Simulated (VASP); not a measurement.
# SiC (R3m) in VASP: notebook

The runs below take SiC through single point, with r2SCAN.

Everything below comes from runs of VASP 6.6.1. Logs are shortened: lines on timing, memory, paths and dates and some standing lists are left out, and cuts for length are marked.

## (1) The cell of the first run

Symmetry: R3m, No. 160, trigonal system. The conventional cell has a = 3.075 Å, b = 3.075 Å, c = 7.531 Å, α = 90.00°, β = 90.00°, γ = 120.00°. Within 2.5 Å of Si (site symmetry 3m) lie 4 C at 1.86 to 1.97 Å. C (site symmetry 3m) has 4 Si at 1.86 to 1.97 Å within 2.5 Å.

## (2) Single point, r2SCAN (mode 4 (803.6 1/cm) frozen in, largest displacement -0.060 Å)

File POSCAR:

```
SiC
1.0
    0.0000000000      2.1740000000      2.1740000000
    2.1740000000      0.0000000000      2.1740000000
    2.1740000000      2.1740000000      0.0000000000
Si C
1 1
Direct
    0.0034072643      0.0034072643      0.0034072643
    0.7420328850      0.7420328850      0.7420328850
```

File INCAR.step1:

```
SYSTEM = SiC
ALGO = Normal
EDIFF = 1E-4
ENCUT = 520
GGA = PE
ISMEAR = 0
LASPH = .TRUE.
LCHARG = .FALSE.
LREAL = .FALSE.
LWAVE = .TRUE.
NBANDS = 11
NELM = 60
PREC = Accurate
SIGMA = 0.05
```

File INCAR.step2:

```
SYSTEM = SiC
ALGO = Normal
EDIFF = 1E-7
ENCUT = 520
ISIF = 2
ISMEAR = 0
ISTART = 1
LASPH = .TRUE.
LCHARG = .FALSE.
LMIXTAU = .TRUE.
LREAL = .FALSE.
LWAVE = .FALSE.
METAGGA = R2SCAN
NBANDS = 11
NELM = 60
PREC = Accurate
SIGMA = 0.05
```

File KPOINTS:

```
k-points
0
G
  12 12 12
  0 0 0
```

Potentials or basis: VASP PAW PBE potentials, release 64 (Si, C).

Started as:

```console
$ cat potpaw_PBE.64/Si/POTCAR potpaw_PBE.64/C/POTCAR > POTCAR
$ cp INCAR.step1 INCAR
$ mpirun -np 1 vasp_std > vasp.out
$ cp INCAR.step2 INCAR
$ mpirun -np 1 vasp_std > vasp.out
```

OUTCAR:

```text
SYSTEM = SiC
   EDIFF = 1E-7
   ENCUT = 520
   ISIF = 2
   ISMEAR = 0
   ISTART = 1
   LASPH = .TRUE.
   LREAL = .FALSE.
   METAGGA = R2SCAN
   NELM = 60
   PREC = Accurate

 ion  position               nearest neighbor table
   1  0.003  0.003  0.003-   2 1.86   2 1.86   2 1.86   2 1.97
   2  0.742  0.742  0.742-   1 1.86   1 1.86   1 1.86   1 1.97

  LATTYP: Found a face centered cubic cell.
 ALAT       =     4.3480000000

  Lattice vectors:

 A1 = (   0.0000000000,   2.1740000000,   2.1740000000)
 A2 = (   2.1740000000,   0.0000000000,   2.1740000000)
 A3 = (   2.1740000000,   2.1740000000,   0.0000000000)

Analysis of symmetry for initial positions (statically):
=====================================================================
 Subroutine PRICEL returns:
 Original cell was already a primitive cell.

 Routine SETGRP: Setting up the symmetry group for a
 face centered cubic supercell.

 Subroutine GETGRP returns: Found  6 space group operations
 (whereof  6 operations were pure point group operations)
 out of a pool of 48 trial point group operations.

The static configuration has the point symmetry C_3v.

Analysis of symmetry for dynamics (positions and initial velocities):
=====================================================================
 Subroutine PRICEL returns:
 Original cell was already a primitive cell.

 Routine SETGRP: Setting up the symmetry group for a
 face centered cubic supercell.

 Subroutine GETGRP returns: Found  6 space group operations
 (whereof  6 operations were pure point group operations)
 out of a pool of 48 trial point group operations.

The dynamic configuration has the point symmetry C_3v.

 Subroutine INISYM returns: Found  6 space group operations
 (whereof  6 operations are pure point group operations),
 and found     1 'primitive' translations

----------------------------------------------------------------------------------------

                                     Primitive cell

  volume of cell :      20.5498

  direct lattice vectors                    reciprocal lattice vectors
     0.000000000  2.174000000  2.174000000    -0.229990800  0.229990800  0.229990800
     2.174000000  0.000000000  2.174000000     0.229990800 -0.229990800  0.229990800
     2.174000000  2.174000000  0.000000000     0.229990800  0.229990800 -0.229990800

  length of vectors
     3.074500285  3.074500285  3.074500285     0.398355752  0.398355752  0.398355752

  position of ions in fractional coordinates (direct lattice)
     0.003407264  0.003407264  0.003407264
     0.742032885  0.742032885  0.742032885

  ion indices of the primitive-cell ions
   primitive index   ion index
                 1           1
                 2           2

----------------------------------------------------------------------------------------

 KPOINTS: k-points

Automatic generation of k-mesh.
 Grid dimensions read from file:
 generate k-points for:   12   12   12

 Generating k-lattice:

  Cartesian coordinates                     Fractional coordinates (reciprocal lattice)
    -0.019165900  0.019165900  0.019165900     0.083333333  0.000000000  0.000000000
     0.019165900 -0.019165900  0.019165900     0.000000000  0.083333333  0.000000000
     0.019165900  0.019165900 -0.019165900     0.000000000  0.000000000  0.083333333

  Length of vectors
     0.033196313  0.033196313  0.033196313

  Shift w.r.t. Gamma in fractional coordinates (k-lattice)
     0.000000000  0.000000000  0.000000000

 Subroutine IBZKPT returns following result:
 ===========================================

 Found    189 irreducible k-points:

 Following reciprocal coordinates:
            Coordinates               Weight
  0.000000  0.000000  0.000000      1.000000
  0.083333  0.000000  0.000000      6.000000
  0.083333  0.083333  0.083333      2.000000
  0.166667  0.000000  0.000000      6.000000
  0.166667  0.166667  0.166667      2.000000
  0.250000  0.000000  0.000000      6.000000
[... 16 lines left out ...]
  0.333333  0.250000  0.333333      6.000000
  0.416667  0.083333  0.000000     12.000000
 [... further k-points ...]
   k-points           NKPTS =    189   k-points in BZ     NKDIM =    189   number of bands    NBANDS=     11
   number of dos      NEDOS =    301   number of ions     NIONS =      2
   total plane-waves  NPLWV =  13824
   dimension x,y,z NGX =    24 NGY =   24 NGZ =   24
   dimension x,y,z NGXF=    48 NGYF=   48 NGZF=   48
   ions per type =               1   1
   NGX,Y,Z   is equivalent  to a cutoff of  12.98, 12.98, 12.98 a.u.
   NGXF,Y,Z  is equivalent  to a cutoff of  25.95, 25.95, 25.95 a.u.
 SYSTEM =  SiC
   PREC   = accura    normal or accurate (medium, high low for compatibility)
   ISTART =      1    job   : 0-new  1-cont  2-samecut
   ICHARG =      0    charge: 1-file 2-atom 10-const
   ISPIN  =      1    spin polarized calculation?
   LNONCOLLINEAR =      F non collinear calculations
   LSORBIT =      F    spin-orbit coupling
   LASPH  =      T    aspherical Exc in radial PAW
   ENCUT  =  520.0 eV  38.22 Ry    6.18 a.u.   5.72  5.72  5.72*2*pi/ulx,y,z
   NELM   =     60;   NELMIN=  2; NELMDL=  0     # of ELM steps
   EDIFF  = 0.1E-06   stopping-criterion for ELM
   LREAL  =      F    real-space projection
   EDIFFG = 0.1E-05   stopping-criterion for IOM
   NSW    =      0    number of steps for IOM
   IBRION =     -1    ionic relax: 0-MD 1-quasi-New 2-CG
   NFREE  =      0    steps in history (QN), initial steepest desc. (CG)
   ISIF   =      2    stress and relaxation
   ISYM   =      2    0-nonsym 1-usesym 2-fastsym
   POTIM  = 0.5000    time-step for ionic-motion
   TEBEG  =    0.0;   TEEND  =   0.0 temperature during run
   PSTRESS=    0.0 pullay stress
   NELECT =       8.0000    total number of electrons
   NUPDOWN=      -1.0000    fix difference up-down
   EMIN   =  10.00;   EMAX   =-10.00  energy-range for DOS
   EFERMI =   0.00;   METHOD = LEGACY
   ISMEAR =     0;   SIGMA  =   0.05  broadening in eV -4-tet -1-fermi 0-gaus
   EFERMI_NEDOS =   21; number of points for ismear=-14 and -15
   IALGO  =     38    algorithm
   IMIX   =      4    mixing-type and parameters
     AMIX     =   0.40;   BMIX     =  1.00
     AMIX_MAG =   1.60;   BMIX_MAG =  1.00
  volume/ion in A,a.u.               =      10.27        69.34
  Fermi-wavevector in a.u.,A,eV,Ry     =   1.195369  2.258920 19.441458  1.428907
  Thomas-Fermi vector in A             =   2.331336
   LORBIT       =      0    0 simple, 1 ext, 2 COOP (PROOUT), +10 PAW based schemes
   METAGGA = R2SCAN    functional components
   LHFCALC =     F    Hartree Fock is set to
   AEXX    =    0.0000 exact exchange contribution
   IVDW    =     0    specifies the selected vdW correction
   LEPSILON=     F    determine dielectric tensor
   LRPA    =     F    only Hartree local field effects (RPA)
 non-spin polarized calculation
 Gauss-broadening in eV      SIGMA  =   0.05
  energy-cutoff  :      520.00
  volume of cell :       20.55
 maximum number of plane-waves:       568
   NGX = 11   NGY = 11   NGZ = 11

 number of electron       8.0000000 magnetization

 Free energy of the ion-electron system (eV)
  ---------------------------------------------------
  ext. energy  EPLUGINS =         0.00000000
  ---------------------------------------------------
  free energy    TOTEN  =       -19.26174998 eV

  energy without entropy =      -19.26174998  energy(sigma->0) =      -19.26174998

 E-fermi :   8.8280     XC(G=0): -11.9656

 val. band max:        8.5315653277   @ k =   0.0000   0.0000   0.0000
 cond. band min:       9.7618757901   @ k =   0.5000   0.5000   0.0000
 fundamental gap:      1.2303104624
 Fermi energy:         8.8279914137

 k-point     1 :       0.0000    0.0000    0.0000
  band No.  band energies     occupation
      1      -8.1801      2.00000
      2       7.8072      2.00000
      3       7.8072      2.00000
      4       8.5316      2.00000
      5      14.9366      0.00000
      6      15.8190      0.00000
      7      16.0563      0.00000
      8      16.0563      0.00000
      9      23.3012      0.00000
     10      23.3012      0.00000
     11      25.7897      0.00000

 k-point     2 :       0.0833    0.0000    0.0000
  band No.  band energies     occupation
      1      -8.0383      2.00000
      2       7.1138      2.00000
      3       7.7073      2.00000
      4       8.3916      2.00000
      5      15.1533      0.00000
      6      15.9053      0.00000
      7      16.2787      0.00000
      8      16.3294      0.00000
      9      22.5224      0.00000
     10      22.5566      0.00000
     11      25.6829      0.00000

 k-point     3 :       0.0833    0.0833    0.0833
  band No.  band energies     occupation
      1      -8.0399      2.00000
      2       7.7059      2.00000
      3       7.7180      2.00000
      4       7.7180      2.00000
      5      15.2500      0.00000
      6      16.0191      0.00000
      7      16.2072      0.00000
      8      16.2072      0.00000
      9      22.6667      0.00000
     10      22.6667      0.00000
     11      25.3668      0.00000

 k-point     4 :       0.1667    0.0000    0.0000
  band No.  band energies     occupation
      1      -7.6175      2.00000
      2       5.4554      2.00000
      3       7.4589      2.00000
      4       8.1147      2.00000
      5      14.9968      0.00000
      6      16.3014      0.00000
      7      16.7543      0.00000
      8      17.1986      0.00000
      9      21.6548      0.00000
     10      21.7765      0.00000
     11      24.8969      0.00000
[... 239 lines left out ...]
 k-point    22 :       0.0833    0.0833   -0.2500
  band No.  band energies     occupation
      1      -6.2294      2.00000
      2       2.2007      2.00000
      3       6.5520      2.00000
      4       7.4072      2.00000
      5      14.4621      0.00000
      6      15.8306      0.00000
      7      17.4769      0.00000
      8      18.4881      0.00000
      9      21.6580      0.00000
     10      23.8011      0.00000
     11      25.2704      0.00000

 k-point    23 :       0.3333    0.2500    0.3333
  band No.  band energies     occupation
      1      -6.2637      2.00000
      2       2.5595      2.00000
      3       6.6171      2.00000
      4       6.8180      2.00000
      5      14.4784      0.00000
      6      16.0304      0.00000
      7      16.9264      0.00000
      8      18.4853      0.00000
      9      22.0195      0.00000
     10      24.4648      0.00000
     11      24.9489      0.00000

 k-point    24 :       0.4167    0.0833    0.0000
  band No.  band energies     occupation
      1      -5.2534      2.00000
      2       0.4753      2.00000
      3       6.4120      2.00000
      4       7.0319      2.00000
      5      14.3133      0.00000
      6      15.7893      0.00000
      7      16.6525      0.00000
      8      19.2148      0.00000
      9      22.8875      0.00000
     10      25.5776      0.00000
     11      25.9684      0.00000

 [... further k-points ...]

------------------------ aborting loop because EDIFF is reached ----------------------------------------

  FORCE on cell =-STRESS in cart. coord.  units (eV):
  Direction    XX          YY          ZZ          XY          YZ          ZX
  --------------------------------------------------------------------------------------
  -------------------------------------------------------------------------------------
  Total        0.2467213      0.2467213      0.2467213     -0.3015986     -0.3015986     -0.3015986
  in kB       19.2357293     19.2357293     19.2357293    -23.5142586    -23.5142586    -23.5142586
  external PRESSURE =      19.2357293 kB  Pullay stress =       0.0000000 kB

 VOLUME and BASIS-vectors are now :
 -----------------------------------------------------------------------------
  energy-cutoff  :      520.00
  volume of cell :       20.55
      direct lattice vectors                 reciprocal lattice vectors
     0.000000000  2.174000000  2.174000000    -0.229990800  0.229990800  0.229990800
     2.174000000  0.000000000  2.174000000     0.229990800 -0.229990800  0.229990800
     2.174000000  2.174000000  0.000000000     0.229990800  0.229990800 -0.229990800

 POSITION                                       TOTAL-FORCE (eV/Angst)
 -----------------------------------------------------------------------------------
      0.01481      0.01481      0.01481        -0.822504     -0.822504     -0.822504
      3.22636      3.22636      3.22636         0.822504      0.822504      0.822504
 -----------------------------------------------------------------------------------
    total drift:                               -0.000062     -0.000062     -0.000062

  FREE ENERGIE OF THE ION-ELECTRON SYSTEM (eV)
  ---------------------------------------------------
  free  energy   TOTEN  =       -19.2617499840 eV

  energy  without entropy=      -19.2617499840  energy(sigma->0) =      -19.26174998
```

Run time: 39 s. Hardware: 1 thread of Intel Xeon 6975P-C (Granite Rapids), shared host; peak memory 0.16 GiB.

What came out:

| Item | Value |
| --- | --- |
| Free energy | -19.2617 eV |
| Pressure | 1.9 GPa |
| Largest force | 1.425 eV/Å |
| Band gap on the k mesh | 1.23 eV, indirect (least direct gap 4.90 eV) |

Forces on the atoms (eV/Å):
```
Si  -0.823 -0.823 -0.823
C    0.823  0.823  0.823
```

Stress tensor (GPa, compression positive):
```
 1.92 -2.35 -2.35
-2.35  1.92 -2.35
-2.35 -2.35  1.92
```

Levels at points of the mesh, in eV from the valence-band top:
```
           k point  band 1  band 2  band 3  band 4  band 5  band 6  band 7  band 8  band 9
(0.00, 0.00, 0.00)  -16.71   -0.72   -0.72    0.00    6.41    7.29    7.52    7.52   14.77
(0.50, 0.00, 0.00)  -13.03   -9.43   -1.85   -1.20    5.53    7.00    7.73   10.50   16.90
(0.50, 0.50, 0.50)  -13.18   -9.04   -1.74   -1.74    5.61    7.17    7.17   10.51   17.04
(0.50, 0.50, 0.00)  -11.60   -8.55   -3.95   -3.67    1.23    4.35   14.74   14.77   15.55
```

Caveat: the cell differs from its parent crystal (mode 4 (803.6 1/cm) frozen in, largest displacement -0.060 Å); the PAW data sets were made with another functional, which shifts forces and pressure a little. A k mesh can miss the band edges.

## (3) Single point, r2SCAN (mode 4 (803.6 1/cm) frozen in, largest displacement +0.060 Å)

File POSCAR:

```
SiC
1.0
    0.0000000000      2.1740000000      2.1740000000
    2.1740000000      0.0000000000      2.1740000000
    2.1740000000      2.1740000000      0.0000000000
Si C
1 1
Direct
   -0.0034072643     -0.0034072643     -0.0034072643
    0.7579671150      0.7579671150      0.7579671150
```

File INCAR.step1:

```
SYSTEM = SiC
PREC = Accurate
ENCUT = 520
ISMEAR = 0
SIGMA = 0.05
LREAL = .FALSE.
LASPH = .TRUE.
NELM = 100
NBANDS = 11
GGA = PE
ALGO = Normal
EDIFF = 1E-4
LWAVE = .TRUE.
LCHARG = .FALSE.
```

File INCAR.step2:

```
SYSTEM = SiC
PREC = Accurate
ENCUT = 520
EDIFF = 1E-7
ISMEAR = 0
SIGMA = 0.05
LREAL = .FALSE.
LASPH = .TRUE.
NELM = 100
ALGO = Normal
ISIF = 2
LWAVE = .FALSE.
LCHARG = .TRUE.
METAGGA = R2SCAN
LMIXTAU = .TRUE.
LELF = .TRUE.
LVHAR = .TRUE.
NBANDS = 11
ISTART = 1
```

File KPOINTS:

```
regular mesh
0
G
  12 12 12
  0 0 0
```

Potentials or basis: VASP PAW PBE potentials, release 64 (Si, C).

Started as:

```console
$ cat potpaw_PBE.64/Si/POTCAR potpaw_PBE.64/C/POTCAR > POTCAR
$ cp INCAR.step1 INCAR
$ mpirun -np 1 vasp_std > vasp.out
$ cp INCAR.step2 INCAR
$ mpirun -np 1 vasp_std > vasp.out
```

It took 39 s on 1 thread of Intel Xeon 6975P-C (Granite Rapids), shared host; peak memory 0.16 GiB.

It converged, with:

```
Free energy            : -19.2446 eV
Pressure               : 2.2 GPa
Largest force          : 2.027 eV/Å
Band gap on the k mesh : 1.46 eV, indirect (least direct gap 4.92 eV)
```

Forces in eV/Å, atoms in the order of the input:
```
Si   1.170  1.170  1.170
C   -1.170 -1.170 -1.170
```

Stress tensor (GPa, compression positive):
```
2.17 3.88 3.88
3.88 2.17 3.88
3.88 3.88 2.17
```

Levels at points of the mesh, in eV from the valence-band top:
```
           k point  band 2  band 3  band 4  band 5  band 6  band 7
(0.00, 0.00, 0.00)   -0.75    0.00    0.00    6.65    7.55    7.55
(0.50, 0.00, 0.00)   -9.00   -1.71   -1.08    5.78    7.11    7.88
(0.50, 0.50, 0.50)   -9.40   -1.20   -1.20    5.81    7.69    7.69
(0.50, 0.50, 0.00)   -8.32   -3.69   -3.46    1.46    4.59   14.96
```

Caveat: the cell differs from its parent crystal (mode 4 (803.6 1/cm) frozen in, largest displacement +0.060 Å); the PAW data sets were made with another functional, which shifts forces and pressure a little. A k mesh can miss the band edges.
